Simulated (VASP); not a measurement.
# Ba (Fm-3m) in VASP: a series of runs

The runs below take Ba through single point, with LDA.

Program: VASP 6.6.1. These are calculated values, not measurements. Logs are shortened: lines on timing, memory, paths and dates and some standing lists are left out, and cuts for length are marked.

### Step 1. The cell of the first run

It takes space group Fm-3m (No. 225, cubic). Conventional cell: a = 5.592 Å, b = 5.592 Å, c = 5.592 Å, α = 90.00°, β = 90.00°, γ = 90.00°. Ba (site symmetry m-3m) has 12 Ba at 3.95 Å within 5.2 Å.

### Step 2. Single point, LDA (volume scaled by 0.813, to set the pressure)

INCAR

```
PREC     = Accurate       # precision mode
ENCUT    = 500            # plane-wave cutoff, eV
EDIFF    = 1E-6           # SCF threshold, eV
ISMEAR   = -1             # smearing method
SIGMA    = 0.05           # smearing width, eV
LREAL    = False          # projectors in reciprocal space
LASPH    = True           # aspherical terms in the spheres
NELM     = 120            # most SCF steps
ALGO     = Normal         # electronic algorithm
ISIF     = 2              # what is computed and relaxed
LWAVE    = False          # write WAVECAR
LCHARG   = False          # write CHGCAR
NBANDS   = 11             # bands
GGA_COMPAT= False
```

KPOINTS

```
regular mesh
0
Gamma
  12 12 12
```

POSCAR

```
Ba
1.0
    0.0000000000      2.7958554661      2.7958554661
    2.7958554661      0.0000000000      2.7958554661
    2.7958554661      2.7958554661      0.0000000000
Ba
1
Direct
    0.0000000000      0.0000000000      0.0000000000
```

Potentials or basis: VASP PAW LDA potentials, release 64 (Ba_sv).

On the command line:

```
> cat potpaw_LDA.64/Ba_sv/POTCAR > POTCAR
> mpirun -np 1 vasp_std > vasp.out
```

OUTCAR:

```text
PREC = Accurate
   ENCUT = 500
   EDIFF = 1E-6
   ISMEAR = -1
   LREAL = False
   LASPH = True
   NELM = 120
   ISIF = 2

 ion  position               nearest neighbor table
   1  0.000  0.000  0.000-

  LATTYP: Found a face centered cubic cell.
 ALAT       =     5.5917109322

  Lattice vectors:

 A1 = (   0.0000000000,   2.7958554661,   2.7958554661)
 A2 = (   2.7958554661,   0.0000000000,   2.7958554661)
 A3 = (   2.7958554661,   2.7958554661,   0.0000000000)

Analysis of symmetry for initial positions (statically):
=====================================================================
 Subroutine PRICEL returns:
 Original cell was already a primitive cell.

 Routine SETGRP: Setting up the symmetry group for a
 face centered cubic supercell.

 Subroutine GETGRP returns: Found 48 space group operations
 (whereof 48 operations were pure point group operations)
 out of a pool of 48 trial point group operations.

The static configuration has the point symmetry O_h .

Analysis of symmetry for dynamics (positions and initial velocities):
=====================================================================
 Subroutine PRICEL returns:
 Original cell was already a primitive cell.

 Routine SETGRP: Setting up the symmetry group for a
 face centered cubic supercell.

 Subroutine GETGRP returns: Found 48 space group operations
 (whereof 48 operations were pure point group operations)
 out of a pool of 48 trial point group operations.

The dynamic configuration has the point symmetry O_h .

 Subroutine INISYM returns: Found 48 space group operations
 (whereof 48 operations are pure point group operations),
 and found     1 'primitive' translations

----------------------------------------------------------------------------------------

                                     Primitive cell

  volume of cell :      43.7093

  direct lattice vectors                    reciprocal lattice vectors
     0.000000000  2.795855466  2.795855466    -0.178836140  0.178836140  0.178836140
     2.795855466  0.000000000  2.795855466     0.178836140 -0.178836140  0.178836140
     2.795855466  2.795855466  0.000000000     0.178836140  0.178836140 -0.178836140

  length of vectors
     3.953936719  3.953936719  3.953936719     0.309753281  0.309753281  0.309753281

  position of ions in fractional coordinates (direct lattice)
     0.000000000  0.000000000  0.000000000

  ion indices of the primitive-cell ions
   primitive index   ion index
                 1           1

----------------------------------------------------------------------------------------

 KPOINTS: regular mesh

Automatic generation of k-mesh.
 Grid dimensions read from file:
 generate k-points for:   12   12   12

 Generating k-lattice:

  Cartesian coordinates                     Fractional coordinates (reciprocal lattice)
    -0.014903012  0.014903012  0.014903012     0.083333333  0.000000000  0.000000000
     0.014903012 -0.014903012  0.014903012     0.000000000  0.083333333  0.000000000
     0.014903012  0.014903012 -0.014903012     0.000000000  0.000000000  0.083333333

  Length of vectors
     0.025812773  0.025812773  0.025812773

  Shift w.r.t. Gamma in fractional coordinates (k-lattice)
     0.000000000  0.000000000  0.000000000

 Subroutine IBZKPT returns following result:
 ===========================================

 Found     72 irreducible k-points:

 Following reciprocal coordinates:
            Coordinates               Weight
  0.000000  0.000000  0.000000      1.000000
  0.083333  0.000000  0.000000      8.000000
  0.166667  0.000000  0.000000      8.000000
  0.250000  0.000000  0.000000      8.000000
  0.333333  0.000000  0.000000      8.000000
  0.416667  0.000000  0.000000      8.000000
[... 16 lines left out ...]
  0.500000  0.166667  0.000000     24.000000
 -0.416667  0.166667  0.000000     24.000000
 [... further k-points ...]
   k-points           NKPTS =     72   k-points in BZ     NKDIM =     72   number of bands    NBANDS=     11
   number of dos      NEDOS =    301   number of ions     NIONS =      1
   total plane-waves  NPLWV =  27000
   dimension x,y,z NGX =    30 NGY =   30 NGZ =   30
   dimension x,y,z NGXF=    60 NGYF=   60 NGZF=   60
   ions per type =               1
   NGX,Y,Z   is equivalent  to a cutoff of  12.61, 12.61, 12.61 a.u.
   NGXF,Y,Z  is equivalent  to a cutoff of  25.23, 25.23, 25.23 a.u.
 SYSTEM =  unknown system
   PREC   = accura    normal or accurate (medium, high low for compatibility)
   ISTART =      0    job   : 0-new  1-cont  2-samecut
   ICHARG =      2    charge: 1-file 2-atom 10-const
   ISPIN  =      1    spin polarized calculation?
   LNONCOLLINEAR =      F non collinear calculations
   LSORBIT =      F    spin-orbit coupling
   LASPH  =      T    aspherical Exc in radial PAW
   ENCUT  =  500.0 eV  36.75 Ry    6.06 a.u.   7.21  7.21  7.21*2*pi/ulx,y,z
   NELM   =    120;   NELMIN=  2; NELMDL= -5     # of ELM steps
   EDIFF  = 0.1E-05   stopping-criterion for ELM
   LREAL  =      F    real-space projection
   EDIFFG = 0.1E-04   stopping-criterion for IOM
   NSW    =      0    number of steps for IOM
   IBRION =     -1    ionic relax: 0-MD 1-quasi-New 2-CG
   NFREE  =      0    steps in history (QN), initial steepest desc. (CG)
   ISIF   =      2    stress and relaxation
   ISYM   =      2    0-nonsym 1-usesym 2-fastsym
   POTIM  = 0.5000    time-step for ionic-motion
   TEBEG  =    0.0;   TEEND  =   0.0 temperature during run
   PSTRESS=    0.0 pullay stress
   NELECT =      10.0000    total number of electrons
   NUPDOWN=      -1.0000    fix difference up-down
   EMIN   =  10.00;   EMAX   =-10.00  energy-range for DOS
   EFERMI =   0.00;   METHOD = LEGACY
   ISMEAR =    -1;   SIGMA  =   0.05  broadening in eV -4-tet -1-fermi 0-gaus
   EFERMI_NEDOS =   21; number of points for ismear=-14 and -15
   IALGO  =     38    algorithm
   IMIX   =      4    mixing-type and parameters
     AMIX     =   0.40;   BMIX     =  1.00
     AMIX_MAG =   1.60;   BMIX_MAG =  1.00
  volume/ion in A,a.u.               =      43.71       294.97
  Fermi-wavevector in a.u.,A,eV,Ry     =   1.001267  1.892121 13.640338  1.002537
  Thomas-Fermi vector in A             =   2.133678
   LORBIT       =      0    0 simple, 1 ext, 2 COOP (PROOUT), +10 PAW based schemes
   GGA     = CA    functional components
   LHFCALC =     F    Hartree Fock is set to
   AEXX    =    0.0000 exact exchange contribution
   IVDW    =     0    specifies the selected vdW correction
   LEPSILON=     F    determine dielectric tensor
   LRPA    =     F    only Hartree local field effects (RPA)
 non-spin polarized calculation
  energy-cutoff  :      500.00
  volume of cell :       43.71
 maximum number of plane-waves:      1125
 NGX is ok and might be reduce to    30
   NGX = 15   NGY = 15   NGZ = 15

 number of electron      10.0000000 magnetization

 Free energy of the ion-electron system (eV)
  ---------------------------------------------------
  ext. energy  EPLUGINS =         0.00000000
  ---------------------------------------------------
  free energy    TOTEN  =        -2.16640947 eV

  energy without entropy =       -2.15223265  energy(sigma->0) =       -2.15932106

 E-fermi :   2.8283     XC(G=0):  -8.8966

 val. band max:        2.8276375124   @ k =   0.4167   0.3333   0.0833
 cond. band min:       2.9169243661   @ k =  -0.3333   0.2500   0.0000
 fundamental gap:      0.0892868537
 Fermi energy:         2.8283255052

 k-point     1 :       0.0000    0.0000    0.0000
  band No.  band energies     occupation
      1     -25.5125      2.00000
      2     -10.0571      2.00000
      3     -10.0571      2.00000
      4     -10.0571      2.00000
      5       0.1010      2.00000
      6       4.9501      0.00000
      7       4.9501      0.00000
      8       4.9501      0.00000
      9       7.3258      0.00000
     10       7.3258      0.00000
     11       9.7363      0.00000

 k-point     2 :       0.0833    0.0000    0.0000
  band No.  band energies     occupation
      1     -25.5003      2.00000
      2     -10.1658      2.00000
      3     -10.0692      2.00000
      4     -10.0692      2.00000
      5       0.3001      2.00000
      6       4.7402      0.00000
      7       5.0404      0.00000
      8       5.0404      0.00000
      9       7.1772      0.00000
     10       7.1772      0.00000
     11      10.1762      0.00000

 k-point     3 :       0.1667    0.0000    0.0000
  band No.  band energies     occupation
      1     -25.4669      2.00000
      2     -10.4486      2.00000
      3     -10.1020      2.00000
      4     -10.1020      2.00000
      5       0.8147      2.00000
      6       4.3541      0.00000
      7       5.2165      0.00000
      8       5.2165      0.00000
      9       6.9704      0.00000
     10       6.9704      0.00000
     11      10.7100      0.00000

 k-point     4 :       0.2500    0.0000    0.0000
  band No.  band energies     occupation
      1     -25.4205      2.00000
      2     -10.8066      2.00000
      3     -10.1460      2.00000
      4     -10.1460      2.00000
      5       1.3901      2.00000
      6       4.1978      0.00000
      7       5.2060      0.00000
      8       5.2060      0.00000
      9       7.1794      0.00000
     10       7.1794      0.00000
     11      10.1484      0.00000
[... 239 lines left out ...]
 k-point    22 :       0.4167    0.1667    0.0000
  band No.  band energies     occupation
      1     -25.3351      2.00000
      2     -11.1786      2.00000
      3     -10.3829      2.00000
      4     -10.3166      2.00000
      5       2.2442      1.99998
      6       3.7698      0.00000
      7       4.4485      0.00000
      8       5.6172      0.00000
      9       8.1973      0.00000
     10       9.1268      0.00000
     11      11.1752      0.00000

 k-point    23 :       0.5000    0.1667    0.0000
  band No.  band energies     occupation
      1     -25.3104      2.00000
      2     -11.3154      2.00000
      3     -10.4582      2.00000
      4     -10.3139      2.00000
      5       2.3052      1.99994
      6       3.7556      0.00000
      7       4.9072      0.00000
      8       5.4061      0.00000
      9       9.1265      0.00000
     10       9.3108      0.00000
     11      11.2269      0.00000

 k-point    24 :      -0.4167    0.1667    0.0000
  band No.  band energies     occupation
      1     -25.3072      2.00000
      2     -11.3275      2.00000
      3     -10.5056      2.00000
      4     -10.2838      2.00000
      5       2.3726      1.99978
      6       3.7794      0.00000
      7       5.0641      0.00000
      8       5.3028      0.00000
      9       8.5850      0.00000
     10       9.6602      0.00000
     11      11.0938      0.00000

 [... further k-points ...]
[... 5 lines left out ...]
  --------------------------------------------------------------------------------------
  -------------------------------------------------------------------------------------
  Total        0.7124488      0.7124488      0.7124488     -0.0000000     -0.0000000      0.0000000
  in kB       26.1150039     26.1150039     26.1150039     -0.0000000     -0.0000000      0.0000000
  external PRESSURE =      26.1150039 kB  Pullay stress =       0.0000000 kB

 VOLUME and BASIS-vectors are now :
 -----------------------------------------------------------------------------
  energy-cutoff  :      500.00
  volume of cell :       43.71
      direct lattice vectors                 reciprocal lattice vectors
     0.000000000  2.795855466  2.795855466    -0.178836140  0.178836140  0.178836140
     2.795855466  0.000000000  2.795855466     0.178836140 -0.178836140  0.178836140
     2.795855466  2.795855466  0.000000000     0.178836140  0.178836140 -0.178836140

 POSITION                                       TOTAL-FORCE (eV/Angst)
 -----------------------------------------------------------------------------------
      0.00000      0.00000      0.00000        -0.000000      0.000000     -0.000000
 -----------------------------------------------------------------------------------
    total drift:                               -0.000000     -0.000000     -0.000000

  FREE ENERGIE OF THE ION-ELECTRON SYSTEM (eV)
  ---------------------------------------------------
  free  energy   TOTEN  =        -2.1664094671 eV

  energy  without entropy=       -2.1522326485  energy(sigma->0) =       -2.15932106
```

Wall time 47 s (1 thread of Intel Xeon 8259CL, shared host); peak memory 0.17 GiB.

Results:

| Quantity | Value |
| --- | --- |
| Free energy | -2.1664 eV |
| Pressure | 2.6 GPa |
| Band gap on the k mesh | zero (band 5 reaches 3.17 eV, above the bottom of band 6 at 2.19 eV) |

Caveat: the cell differs from its parent crystal (volume scaled by 0.813, to set the pressure); spin-orbit coupling is left out, which moves the levels of the heavy elements.

(Continued in part 2 of 2.)
